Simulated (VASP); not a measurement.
# CdTe (F-43m) in VASP: single point with PBE

Aim: the single point of CdTe with PBE.

All numbers are computed with VASP 6.6.1; they aren't measurements. Logs are shortened: lines on timing, memory, paths and dates and some standing lists are left out, and cuts for length are marked.

### Step 1. The cell of the first run

The structure is cubic, space group F-43m (No. 216). The conventional cell has a = 6.618 Å, b = 6.618 Å, c = 6.618 Å, α = 90.00°, β = 90.00°, γ = 90.00°. Cd (site symmetry -43m) has 4 Te at 2.87 Å within 3.8 Å. Within 3.8 Å of Te (site symmetry -43m) lie 4 Cd at 2.87 Å.

### Step 2. Single point, PBE, non-collinear spin, zero start, spin-orbit coupling

POSCAR reads:

```
CdTe
1.0
    0.0000000000      3.3090893088      3.3090893088
    3.3090893088      0.0000000000      3.3090893088
    3.3090893088      3.3090893088      0.0000000000
Cd Te
1 1
Direct
    0.0000000000      0.0000000000      0.0000000000
    0.2500000000      0.2500000000      0.2500000000
```

INCAR.step1 reads:

```
PREC     = Accurate       # precision mode
ENCUT    = 520            # plane-wave cutoff, eV
EDIFF    = 1E-6           # SCF threshold, eV
ISMEAR   = 0              # smearing method
SIGMA    = 0.05           # smearing width, eV
LREAL    = F              # projectors in reciprocal space
LASPH    = T              # aspherical terms in the spheres
NELM     = 150            # most SCF steps
ALGO     = Normal         # electronic algorithm
ISIF     = 2              # what is computed and relaxed
LWAVE    = F              # write WAVECAR
LCHARG   = T              # write CHGCAR
MAGMOM   = 0 0 0 0 0 0    # initial moments
LSORBIT  = T              # spin-orbit coupling
GGA_COMPAT= F            
LORBMOM  = T            
GGA      = PE             # functional
NBANDS   = 30             # bands
```

KPOINTS.step1 reads:

```
Automatic mesh
0
Gamma
  10 10 10
```

INCAR.step2 reads:

```
PREC     = Accurate       # precision mode
ENCUT    = 520            # plane-wave cutoff, eV
EDIFF    = 1E-6           # SCF threshold, eV
ISMEAR   = -5             # smearing method
SIGMA    = 0.05           # smearing width, eV
LREAL    = F              # projectors in reciprocal space
LASPH    = T              # aspherical terms in the spheres
NELM     = 150            # most SCF steps
ALGO     = Normal         # electronic algorithm
ISIF     = 2              # what is computed and relaxed
LWAVE    = F              # write WAVECAR
LCHARG   = F              # write CHGCAR
MAGMOM   = 0 0 0 0 0 0    # initial moments
LORBIT   = 11             # projections on sites
LSORBIT  = T              # spin-orbit coupling
GGA_COMPAT= F            
LORBMOM  = T            
GGA      = PE             # functional
NBANDS   = 30             # bands
NEDOS    = 1001           # points of the DOS
ICHARG   = 11             # starting density
```

KPOINTS.step2 reads:

```
Automatic mesh
0
Gamma
  15 15 15
```

Potentials or basis: VASP PAW PBE potentials, release 64 (Cd, Te).

Run with:

```console
$ cat potpaw_PBE.64/Cd/POTCAR potpaw_PBE.64/Te/POTCAR > POTCAR
$ cp INCAR.step1 INCAR
$ cp KPOINTS.step1 KPOINTS
$ mpirun -np 1 vasp_ncl > vasp.out
$ cp INCAR.step2 INCAR
$ cp KPOINTS.step2 KPOINTS
$ mpirun -np 1 vasp_ncl > vasp.out
```

OUTCAR:

```text
PREC = Accurate
   ENCUT = 520
   EDIFF = 1E-6
   ISMEAR = -5
   LREAL = F
   LASPH = T
   NELM = 150
   ISIF = 2
   LORBIT = 11
   LSORBIT = T
   GGA = PE
   ICHARG = 11

 ion  position               nearest neighbor table
   1  0.000  0.000  0.000-   2 2.87   2 2.87   2 2.87   2 2.87
   2  0.250  0.250  0.250-   1 2.87   1 2.87   1 2.87   1 2.87

  LATTYP: Found a face centered cubic cell.
 ALAT       =     6.6181786176

  Lattice vectors:

 A1 = (   0.0000000000,   3.3090893088,   3.3090893088)
 A2 = (   3.3090893088,   0.0000000000,   3.3090893088)
 A3 = (   3.3090893088,   3.3090893088,   0.0000000000)

Analysis of symmetry for initial positions (statically):
=====================================================================
 Subroutine PRICEL returns:
 Original cell was already a primitive cell.

 Routine SETGRP: Setting up the symmetry group for a
 face centered cubic supercell.

 Subroutine GETGRP returns: Found 24 space group operations
 (whereof 24 operations were pure point group operations)
 out of a pool of 48 trial point group operations.

The static configuration has the point symmetry T_d .

Analysis of symmetry for dynamics (positions and initial velocities):
=====================================================================
 Subroutine PRICEL returns:
 Original cell was already a primitive cell.

 Routine SETGRP: Setting up the symmetry group for a
 face centered cubic supercell.

 Subroutine GETGRP returns: Found 24 space group operations
 (whereof 24 operations were pure point group operations)
 out of a pool of 48 trial point group operations.

The dynamic configuration has the point symmetry T_d .

Analysis of structural, dynamic, and magnetic symmetry:
=====================================================================
 Subroutine PRICEL returns:
 Original cell was already a primitive cell.

 Routine SETGRP: Setting up the symmetry group for a
 face centered cubic supercell.

 Subroutine GETGRP returns: Found 24 space group operations
 (whereof 24 operations were pure point group operations)
 out of a pool of 48 trial point group operations.

The overall configuration has the point symmetry T_d .

 Subroutine INISYM returns: Found 24 space group operations
 (whereof 24 operations are pure point group operations),
 and found     1 'primitive' translations

----------------------------------------------------------------------------------------

                                     Primitive cell

  volume of cell :      72.4695

  direct lattice vectors                    reciprocal lattice vectors
     0.000000000  3.309089309  3.309089309    -0.151098974  0.151098974  0.151098974
     3.309089309  0.000000000  3.309089309     0.151098974 -0.151098974  0.151098974
     3.309089309  3.309089309  0.000000000     0.151098974  0.151098974 -0.151098974

  length of vectors
     4.679758980  4.679758980  4.679758980     0.261711100  0.261711100  0.261711100

  position of ions in fractional coordinates (direct lattice)
     0.000000000  0.000000000  0.000000000
     0.250000000  0.250000000  0.250000000

  ion indices of the primitive-cell ions
   primitive index   ion index
                 1           1
                 2           2

----------------------------------------------------------------------------------------

 KPOINTS: Automatic mesh

Automatic generation of k-mesh.
 Grid dimensions read from file:
 generate k-points for:   15   15   15

 Generating k-lattice:

  Cartesian coordinates                     Fractional coordinates (reciprocal lattice)
    -0.010073265  0.010073265  0.010073265     0.066666667  0.000000000  0.000000000
     0.010073265 -0.010073265  0.010073265     0.000000000  0.066666667  0.000000000
     0.010073265  0.010073265 -0.010073265     0.000000000  0.000000000  0.066666667

  Length of vectors
     0.017447407  0.017447407  0.017447407
[... 90 lines left out ...]
 maximum number of plane-waves:      3960

 number of electron      18.0000006 magnetization      -0.0000000     -0.0000000     -0.0000000

 Free energy of the ion-electron system (eV)
  ---------------------------------------------------
  ext. energy  EPLUGINS =         0.00000000
  ---------------------------------------------------
  free energy    TOTEN  =        -4.94076052 eV

  energy without entropy =       -4.94076052  energy(sigma->0) =       -4.94076052

 E-fermi :   2.0651     XC(G=0):  -8.3096

 val. band max:        2.0643181658   @ k =   0.0000   0.0000   0.0000
 cond. band min:       2.3821532961   @ k =   0.0000   0.0000   0.0000
 fundamental gap:      0.3178351303
 Fermi energy:         2.0651159076

 k-point     1 :       0.0000    0.0000    0.0000
  band No.  band energies     occupation
      1      -9.0302      1.00000
      2      -9.0302      1.00000
      3      -6.6186      1.00000
      4      -6.6186      1.00000
      5      -6.6186      1.00000
      6      -6.6186      1.00000
[... 781 lines left out ...]
     29      10.4065      0.00000
     30      10.4146      0.00000

 [... further k-points ...]

------------------------ aborting loop because EDIFF is reached ----------------------------------------

  FORCE on cell =-STRESS in cart. coord.  units (eV):
  Direction    XX          YY          ZZ          XY          YZ          ZX
  --------------------------------------------------------------------------------------
  -------------------------------------------------------------------------------------
  Total        0.0689893      0.0689893      0.0689893      0.0000000      0.0000000      0.0000000
  in kB        1.5252362      1.5252362      1.5252362      0.0000000      0.0000000      0.0000000
  external PRESSURE =       1.5252362 kB  Pullay stress =       0.0000000 kB

 VOLUME and BASIS-vectors are now :
 -----------------------------------------------------------------------------
  energy-cutoff  :      520.00
  volume of cell :       72.47
      direct lattice vectors                 reciprocal lattice vectors
     0.000000000  3.309089309  3.309089309    -0.151098974  0.151098974  0.151098974
     3.309089309  0.000000000  3.309089309     0.151098974 -0.151098974  0.151098974
     3.309089309  3.309089309  0.000000000     0.151098974  0.151098974 -0.151098974

 POSITION                                       TOTAL-FORCE (eV/Angst)
 -----------------------------------------------------------------------------------
      0.00000      0.00000      0.00000         0.000000      0.000000      0.000000
      1.65454      1.65454      1.65454        -0.000000     -0.000000     -0.000000
 -----------------------------------------------------------------------------------
    total drift:                               -0.000000     -0.000000      0.000000

  FREE ENERGIE OF THE ION-ELECTRON SYSTEM (eV)
  ---------------------------------------------------
  free  energy   TOTEN  =        -4.9407605158 eV

  energy  without entropy=       -4.9407605158  energy(sigma->0) =       -4.94076052

 orbital moment (x)

 # of ion     p       d       tot
 ----------------------------------------
  1         0.000  -0.000  -0.000
  2         0.000  -0.000   0.000
 ----------------------------------------
            0.000  -0.000  -0.000

 orbital moment (y)

 # of ion     p       d       tot
 ----------------------------------------
  1        -0.000   0.000   0.000
  2         0.000  -0.000   0.000
 ----------------------------------------
           -0.000   0.000   0.000

 orbital moment (z)

 # of ion     p       d       tot
 ----------------------------------------
  1         0.000   0.000   0.000
  2         0.000  -0.000  -0.000
 ----------------------------------------
            0.000  -0.000  -0.000

 Spin-Orbit-Coupling matrix elements

 Ion:    1  E_soc:     -0.0593598
 l=   1
     0.0000000    -0.0029611    -0.0029611
    -0.0029611     0.0000000    -0.0029611
    -0.0029611    -0.0029611     0.0000000
 l=   2
     0.0000000    -0.0013839     0.0000000    -0.0013839    -0.0055483
    -0.0013839     0.0000000    -0.0041612    -0.0013839    -0.0013871
     0.0000000    -0.0041612     0.0000000    -0.0041612     0.0000000
    -0.0013839    -0.0013839    -0.0041612     0.0000000    -0.0013871
    -0.0055483    -0.0013871     0.0000000    -0.0013871     0.0000000
 l=   3
     0.0000000     0.0000000     0.0000000     0.0000000     0.0000000     0.0000000     0.0000000
     0.0000000     0.0000000     0.0000000     0.0000000     0.0000000     0.0000000     0.0000000
     0.0000000     0.0000000     0.0000000     0.0000000     0.0000000     0.0000000     0.0000000
     0.0000000     0.0000000     0.0000000     0.0000000     0.0000000     0.0000000     0.0000000
     0.0000000     0.0000000     0.0000000     0.0000000     0.0000000     0.0000000     0.0000000
     0.0000000     0.0000000     0.0000000     0.0000000     0.0000000     0.0000000     0.0000000
     0.0000000     0.0000000     0.0000000     0.0000000     0.0000000     0.0000000     0.0000000

 Ion:    2  E_soc:     -0.1986807
 l=   1
     0.0000000    -0.0330488    -0.0330488
    -0.0330488     0.0000000    -0.0330488
    -0.0330488    -0.0330488     0.0000000
 l=   2
     0.0000000    -0.0000272     0.0000000    -0.0000272    -0.0000374
    -0.0000272     0.0000000    -0.0000281    -0.0000272    -0.0000094
     0.0000000    -0.0000281     0.0000000    -0.0000281     0.0000000
    -0.0000272    -0.0000272    -0.0000281     0.0000000    -0.0000094
    -0.0000374    -0.0000094     0.0000000    -0.0000094     0.0000000
 l=   3
     0.0000000     0.0000000     0.0000000     0.0000000     0.0000000     0.0000000     0.0000000
     0.0000000     0.0000000     0.0000000     0.0000000     0.0000000     0.0000000     0.0000000
     0.0000000     0.0000000     0.0000000     0.0000000     0.0000000     0.0000000     0.0000000
     0.0000000     0.0000000     0.0000000     0.0000000     0.0000000     0.0000000     0.0000000
     0.0000000     0.0000000     0.0000000     0.0000000     0.0000000     0.0000000     0.0000000
     0.0000000     0.0000000     0.0000000     0.0000000     0.0000000     0.0000000     0.0000000
     0.0000000     0.0000000     0.0000000     0.0000000     0.0000000     0.0000000     0.0000000

 total charge

# of ion       s       p       d       tot
------------------------------------------
    1        0.464   0.284   9.532  10.280
    2        1.354   2.031   0.018   3.402
--------------------------------------------------
tot          1.818   2.314   9.550  13.683

 magnetization (x)

# of ion       s       p       d       tot
------------------------------------------
    1       -0.000  -0.000   0.000  -0.000
    2       -0.000  -0.000   0.000  -0.000
--------------------------------------------------
tot         -0.000  -0.000   0.000  -0.000

 magnetization (y)

# of ion       s       p       d       tot
------------------------------------------
    1       -0.000  -0.000   0.000  -0.000
    2       -0.000   0.000   0.000  -0.000
--------------------------------------------------
tot         -0.000  -0.000   0.000  -0.000

 magnetization (z)

# of ion       s       p       d       tot
------------------------------------------
    1        0.000  -0.000  -0.000   0.000
    2        0.000  -0.000  -0.000   0.000
--------------------------------------------------
tot          0.000  -0.000  -0.000   0.000
```

Wall time 7 min (1 thread of Intel Xeon 6975P-C (Granite Rapids), shared host); peak memory 0.81 GiB.

Results:

| Item | Value |
| --- | --- |
| Net moment | 0.00 μB per cell |
| Valence electrons inside the program's atomic spheres | Cd 10.28; Te 3.40 |

Moments on the atoms (μB; x, y, z):
```
Cd  0.00 0.00 0.00
Te  0.00 0.00 0.00
```
